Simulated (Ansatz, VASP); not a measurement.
# BaTe: VASP beside Ansatz

File INCAR:

```
SYSTEM = BaTe
  PREC = Accurate
  ENCUT = 520
  EDIFF = 1E-8
  ISMEAR = -1
  SIGMA = 0.05
  LREAL = .False.
  LASPH = .True.
  NELM = 100
  ALGO = Normal
  ISIF = 2
  LWAVE = .False.
  LCHARG = .False.
  GGA = PE
  LEFG = .True.
  NBANDS = 15
```

File KPOINTS:

```
regular mesh
0
Gamma
  9 9 9
  0 0 0
```

File POSCAR:

```
BaTe
1.0
    4.2423568297      0.0000000000      0.0000000000
    0.0000000000      4.2423568297      0.0000000000
    0.0000000000      0.0000000000      4.2423568297
Ba Te
1 1
Direct
    0.0000000000      0.0000000000      0.0000000000
    0.5000000000      0.5000000000      0.5000000000
```

Input for Ansatz:

```yaml
crystal:
  lattice:
    - [4.2423568297, 0.0, 0.0]
    - [0.0, 4.2423568297, 0.0]
    - [0.0, 0.0, 4.2423568297]
  atoms:
    - { symbol: Ba, position: [0.0, 0.0, 0.0] }
    - { symbol: Te, position: [0.5, 0.5, 0.5] }
kpoints:
  mp_grid: { grid: [9, 9, 9] }
  band_path:
    path:
      - [0.0, 0.0, 0.0]
      - [0.0, 0.5, 0.0]
      - [0.5, 0.5, 0.0]
      - [0.0, 0.0, 0.0]
      - [0.5, 0.5, 0.5]
      - [0.0, 0.5, 0.0]
      - [0.5, 0.5, 0.5]
      - [0.5, 0.5, 0.0]
    npoints: 14
scf:
  occupations: { method: fermi_dirac, width: 0.05 }
hamiltonian:
  xc: pbe
  pseudopotentials: { kind: paw }
output:
  forces: true
  stress: true
  eigenvalues: true
  efg: { contact_densities: true }
  populations: true
  bader: true
  dos: { projected: true, de: 0.2, e_range: [-14, 8] }
  write_density: true
  write_potential: true
  elf: true
  volumetric_format: npy
```

Alike in both runs: task electric field gradients; functional PBE; k mesh 9 × 9 × 9; occupations fermi-dirac, width 0.05 eV; no spin polarisation.

|  | VASP | Ansatz |
| --- | --- | --- |
| version | VASP 6.6.1 | Ansatz 0.2.0 |
| potentials or method | VASP PAW PBE potentials, release 64 (Ba_sv, Te) | PAW with Ansatz's default frozen-core files, scalar-relativistic |
| plane-wave cutoff (eV) | 520 | 420 |
| valence electrons in the cell | 16 | 26 |

Ansatz gave:

* pressure (GPa): 0.0

Task: What did VASP give for the same quantities?

Result: Pressure (GPa): 0.5.

VASP's potentials hold 16 valence electrons a cell and Ansatz's 26, so a difference there can come from the potentials and not from the codes.

Neither program's run includes spin-orbit coupling.
